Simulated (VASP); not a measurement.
# LiBe4 (P-43m) in VASP: single point with PBE

Aim: the single point of LiBe4 with PBE.

Everything below comes from runs of VASP 6.6.1. Logs are shortened: lines on timing, memory, paths and dates and some standing lists are left out, and cuts for length are marked.

## Step 1: The cell of the first run

It takes space group P-43m (No. 215, cubic). Conventional cell: a = 3.810 Å, b = 3.810 Å, c = 3.810 Å, α = 90.00°, β = 90.00°, γ = 90.00°. Within 2.7 Å of Li (site symmetry -43m) lie 4 Be at 2.05 Å. Be (site symmetry 3m) has 3 Be at 2.04 Å and 1 Li at 2.05 Å within 2.7 Å.

## Step 2: Single point, PBE

Contents of INCAR:

```
PREC = Accurate
ENCUT = 750
EDIFF = 1E-6
ISMEAR = 0
SIGMA = 0.2
LREAL = F
LASPH = T
NELM = 120
ALGO = Normal
ISIF = 2
LWAVE = F
LCHARG = T
GGA = PE
LELF = T
LVHAR = T
NBANDS = 14
GGA_COMPAT = F
```

Contents of KPOINTS:

```
Automatic mesh
0
Gamma
  5 5 5
```

Contents of POSCAR:

```
LiBe4
1.0
    3.8101646509      0.0000000000      0.0000000000
    0.0000000000      3.8101646509      0.0000000000
    0.0000000000      0.0000000000      3.8101646509
Li Be
1 4
Direct
    0.0000000000      0.0000000000      0.0000000000
    0.3108588002      0.3108588002      0.3108588002
    0.6891411998      0.6891411998      0.3108588002
    0.3108588002      0.6891411998      0.6891411998
    0.6891411998      0.3108588002      0.6891411998
```

Potentials or basis: VASP PAW PBE potentials, release 64 (Li_sv, Be).

The run is started by

```console
$ cat potpaw_PBE.64/Li_sv/POTCAR potpaw_PBE.64/Be/POTCAR > POTCAR
$ mpirun -np 1 vasp_std > vasp.out
```

OUTCAR:

```text
PREC = Accurate
   ENCUT = 750
   EDIFF = 1E-6
   ISMEAR = 0
   LREAL = F
   LASPH = T
   NELM = 120
   ISIF = 2
   GGA = PE

 ion  position               nearest neighbor table
   1  0.000  0.000  0.000-   2 2.05   3 2.05   4 2.05   5 2.05
   2  0.311  0.311  0.311-   3 2.04   4 2.04   5 2.04   1 2.05
   3  0.689  0.689  0.311-   2 2.04   4 2.04   5 2.04   1 2.05
   4  0.311  0.689  0.689-   2 2.04   3 2.04   5 2.04   1 2.05
   5  0.689  0.311  0.689-   2 2.04   3 2.04   4 2.04   1 2.05

  LATTYP: Found a simple cubic cell.
 ALAT       =     3.8101646509

  Lattice vectors:

 A1 = (   3.8101646509,   0.0000000000,   0.0000000000)
 A2 = (   0.0000000000,   3.8101646509,   0.0000000000)
 A3 = (   0.0000000000,   0.0000000000,   3.8101646509)

Analysis of symmetry for initial positions (statically):
=====================================================================
 Subroutine PRICEL returns:
 Original cell was already a primitive cell.

 Routine SETGRP: Setting up the symmetry group for a
 simple cubic supercell.

 Subroutine GETGRP returns: Found 24 space group operations
 (whereof 24 operations were pure point group operations)
 out of a pool of 48 trial point group operations.

The static configuration has the point symmetry T_d .

Analysis of symmetry for dynamics (positions and initial velocities):
=====================================================================
 Subroutine PRICEL returns:
 Original cell was already a primitive cell.

 Routine SETGRP: Setting up the symmetry group for a
 simple cubic supercell.

 Subroutine GETGRP returns: Found 24 space group operations
 (whereof 24 operations were pure point group operations)
 out of a pool of 48 trial point group operations.

The dynamic configuration has the point symmetry T_d .

 Subroutine INISYM returns: Found 24 space group operations
 (whereof 24 operations are pure point group operations),
 and found     1 'primitive' translations

----------------------------------------------------------------------------------------

                                     Primitive cell

  volume of cell :      55.3135

  direct lattice vectors                    reciprocal lattice vectors
     3.810164651  0.000000000  0.000000000     0.262455849  0.000000000  0.000000000
     0.000000000  3.810164651  0.000000000     0.000000000  0.262455849  0.000000000
     0.000000000  0.000000000  3.810164651     0.000000000  0.000000000  0.262455849

  length of vectors
     3.810164651  3.810164651  3.810164651     0.262455849  0.262455849  0.262455849

  position of ions in fractional coordinates (direct lattice)
     0.000000000  0.000000000  0.000000000
     0.310858800  0.310858800  0.310858800
     0.689141200  0.689141200  0.310858800
     0.310858800  0.689141200  0.689141200
     0.689141200  0.310858800  0.689141200

  ion indices of the primitive-cell ions
   primitive index   ion index
                 1           1
                 2           2
                 3           3
                 4           4
                 5           5

----------------------------------------------------------------------------------------

 KPOINTS: Automatic mesh

Automatic generation of k-mesh.
 Grid dimensions read from file:
 generate k-points for:    5    5    5

 Generating k-lattice:

  Cartesian coordinates                     Fractional coordinates (reciprocal lattice)
     0.052491170  0.000000000  0.000000000     0.200000000  0.000000000  0.000000000
     0.000000000  0.052491170  0.000000000     0.000000000  0.200000000  0.000000000
     0.000000000  0.000000000  0.052491170     0.000000000  0.000000000  0.200000000

  Length of vectors
     0.052491170  0.052491170  0.052491170

  Shift w.r.t. Gamma in fractional coordinates (k-lattice)
     0.000000000  0.000000000  0.000000000

 Subroutine IBZKPT returns following result:
 ===========================================

 Found     10 irreducible k-points:

 Following reciprocal coordinates:
            Coordinates               Weight
  0.000000  0.000000  0.000000      1.000000
  0.200000  0.000000  0.000000      6.000000
  0.400000  0.000000  0.000000      6.000000
  0.200000  0.200000  0.000000     12.000000
  0.400000  0.200000  0.000000     24.000000
  0.400000  0.400000  0.000000     12.000000
  0.200000  0.200000  0.200000      8.000000
  0.400000  0.200000  0.200000     24.000000
  0.400000  0.400000  0.200000     24.000000
  0.400000  0.400000  0.400000      8.000000
   k-points           NKPTS =     10   k-points in BZ     NKDIM =     10   number of bands    NBANDS=     14
   number of dos      NEDOS =    301   number of ions     NIONS =      5
   total plane-waves  NPLWV =  46656
   dimension x,y,z NGX =    36 NGY =   36 NGZ =   36
   dimension x,y,z NGXF=    72 NGYF=   72 NGZF=   72
   ions per type =               1   4
   NGX,Y,Z   is equivalent  to a cutoff of  15.71, 15.71, 15.71 a.u.
   NGXF,Y,Z  is equivalent  to a cutoff of  31.42, 31.42, 31.42 a.u.
 SYSTEM =  unknown system
   PREC   = accura    normal or accurate (medium, high low for compatibility)
   ISTART =      0    job   : 0-new  1-cont  2-samecut
   ICHARG =      2    charge: 1-file 2-atom 10-const
   ISPIN  =      1    spin polarized calculation?
   LNONCOLLINEAR =      F non collinear calculations
   LSORBIT =      F    spin-orbit coupling
   LASPH  =      T    aspherical Exc in radial PAW
   ENCUT  =  750.0 eV  55.12 Ry    7.42 a.u.   8.51  8.51  8.51*2*pi/ulx,y,z
   NELM   =    120;   NELMIN=  2; NELMDL= -5     # of ELM steps
   EDIFF  = 0.1E-05   stopping-criterion for ELM
   LREAL  =      F    real-space projection
   EDIFFG = 0.1E-04   stopping-criterion for IOM
   NSW    =      0    number of steps for IOM
   IBRION =     -1    ionic relax: 0-MD 1-quasi-New 2-CG
   NFREE  =      0    steps in history (QN), initial steepest desc. (CG)
   ISIF   =      2    stress and relaxation
   ISYM   =      2    0-nonsym 1-usesym 2-fastsym
   POTIM  = 0.5000    time-step for ionic-motion
   TEBEG  =    0.0;   TEEND  =   0.0 temperature during run
   PSTRESS=    0.0 pullay stress
   NELECT =      11.0000    total number of electrons
   NUPDOWN=      -1.0000    fix difference up-down
   EMIN   =  10.00;   EMAX   =-10.00  energy-range for DOS
   EFERMI =   0.00;   METHOD = LEGACY
   ISMEAR =     0;   SIGMA  =   0.20  broadening in eV -4-tet -1-fermi 0-gaus
   EFERMI_NEDOS =   21; number of points for ismear=-14 and -15
   IALGO  =     38    algorithm
   IMIX   =      4    mixing-type and parameters
     AMIX     =   0.40;   BMIX     =  1.00
     AMIX_MAG =   1.60;   BMIX_MAG =  1.00
  volume/ion in A,a.u.               =      11.06        74.65
  Fermi-wavevector in a.u.,A,eV,Ry     =   0.955569  1.805763 12.423641  0.913112
  Thomas-Fermi vector in A             =   2.084418
   LORBIT       =      0    0 simple, 1 ext, 2 COOP (PROOUT), +10 PAW based schemes
   GGA     = PE    functional components
   LHFCALC =     F    Hartree Fock is set to
   AEXX    =    0.0000 exact exchange contribution
   IVDW    =     0    specifies the selected vdW correction
   LEPSILON=     F    determine dielectric tensor
   LRPA    =     F    only Hartree local field effects (RPA)
 non-spin polarized calculation
 Gauss-broadening in eV      SIGMA  =   0.20
  energy-cutoff  :      750.00
  volume of cell :       55.31
 maximum number of plane-waves:      2596
 NGX is ok and might be reduce to    36
   NGX = 17   NGY = 17   NGZ = 17

 number of electron      11.0000002 magnetization

 Free energy of the ion-electron system (eV)
  ---------------------------------------------------
  ext. energy  EPLUGINS =         0.00000000
  ---------------------------------------------------
  free energy    TOTEN  =       -12.40778874 eV

  energy without entropy =      -12.36307628  energy(sigma->0) =      -12.38543251

 E-fermi :   4.0574     XC(G=0):  -9.3168

 val. band max:        4.0486673972   @ k =   0.4000   0.2000   0.0000
 cond. band min:       4.0781322772   @ k =   0.4000   0.0000   0.0000
 fundamental gap:      0.0294648801
 Fermi energy:         4.0573605235

 k-point     1 :       0.0000    0.0000    0.0000
  band No.  band energies     occupation
      1     -42.6276      2.00000
      2      -4.7045      2.00000
      3       1.8717      2.00000
      4       2.8633      2.00000
      5       2.8633      2.00000
      6       4.5639      0.00034
      7       4.5639      0.00034
      8       4.5639      0.00034
      9       8.5329      0.00000
     10       8.5329      0.00000
     11       8.5329      0.00000
     12      11.6546      0.00000
     13      11.6546      0.00000
     14      11.6546      0.00000

 k-point     2 :       0.2000    0.0000    0.0000
  band No.  band energies     occupation
      1     -42.6274      2.00000
      2      -4.4191      2.00000
      3       0.5302      2.00000
      4       2.2638      2.00000
      5       3.2100      2.00000
      6       4.7667      0.00000
      7       4.7667      0.00000
      8       6.8999      0.00000
      9       8.0427      0.00000
     10       8.0427      0.00000
     11       8.2660      0.00000
     12       9.5601      0.00000
     13      11.7934      0.00000
     14      11.7934      0.00000
[... 105 lines left out ...]
      1     -42.6265      2.00000
      2      -2.3236      2.00000
      3      -0.2916      2.00000
      4      -0.2416      2.00000
      5       1.6484      2.00000
      6       3.2535      2.00000
      7       4.9391      0.00000
      8       5.1034      0.00000
      9       7.1638      0.00000
     10      10.0297      0.00000
     11      11.7658      0.00000
     12      11.8644      0.00000
     13      12.3047      0.00000
     14      12.9602      0.00000

 k-point    10 :       0.4000    0.4000    0.4000
  band No.  band energies     occupation
      1     -42.6262      2.00000
      2      -1.6268      2.00000
      3       0.2343      2.00000
      4       0.5074      2.00000
      5       0.5074      2.00000
      6       2.9717      2.00000
      7       2.9717      2.00000
      8       3.5255      1.99983
      9       6.1425      0.00000
     10      12.5901      0.00000
     11      12.5901      0.00000
     12      13.9648      0.00000
     13      14.2757      0.00000
     14      14.2757      0.00000

------------------------ aborting loop because EDIFF is reached ----------------------------------------

  FORCE on cell =-STRESS in cart. coord.  units (eV):
  Direction    XX          YY          ZZ          XY          YZ          ZX
  --------------------------------------------------------------------------------------
  -------------------------------------------------------------------------------------
  Total       -0.0986902     -0.0986902     -0.0986902      0.0000000     -0.0000000      0.0000000
  in kB       -2.8586012     -2.8586012     -2.8586012      0.0000000     -0.0000000      0.0000000
  external PRESSURE =      -2.8586012 kB  Pullay stress =       0.0000000 kB

 VOLUME and BASIS-vectors are now :
 -----------------------------------------------------------------------------
  energy-cutoff  :      750.00
  volume of cell :       55.31
      direct lattice vectors                 reciprocal lattice vectors
     3.810164651  0.000000000  0.000000000     0.262455849  0.000000000  0.000000000
     0.000000000  3.810164651  0.000000000     0.000000000  0.262455849  0.000000000
     0.000000000  0.000000000  3.810164651     0.000000000  0.000000000  0.262455849

 POSITION                                       TOTAL-FORCE (eV/Angst)
 -----------------------------------------------------------------------------------
      0.00000      0.00000      0.00000         0.000000      0.000000      0.000000
      1.18442      1.18442      1.18442        -0.059644     -0.059644     -0.059644
      2.62574      2.62574      1.18442         0.059644      0.059644     -0.059644
      1.18442      2.62574      2.62574        -0.059644      0.059644      0.059644
      2.62574      1.18442      2.62574         0.059644     -0.059644      0.059644
 -----------------------------------------------------------------------------------
    total drift:                                0.000000      0.000000      0.000000

  FREE ENERGIE OF THE ION-ELECTRON SYSTEM (eV)
  ---------------------------------------------------
  free  energy   TOTEN  =       -12.4077887398 eV

  energy  without entropy=      -12.3630762838  energy(sigma->0) =      -12.38543251
```

It took 19 s on 1 thread of Intel Xeon 8259CL, shared host; peak memory 0.2 GiB.

Results:

| Item | Value |
| --- | --- |
| Free energy | -12.4078 eV |
| Pressure | -0.3 GPa |
| Largest force | 0.103 eV/Å |

Forces on the atoms (eV/Å):
```
Li   0.000  0.000  0.000
Be  -0.060 -0.060 -0.060
Be   0.060  0.060 -0.060
Be  -0.060  0.060  0.060
Be   0.060 -0.060  0.060
```
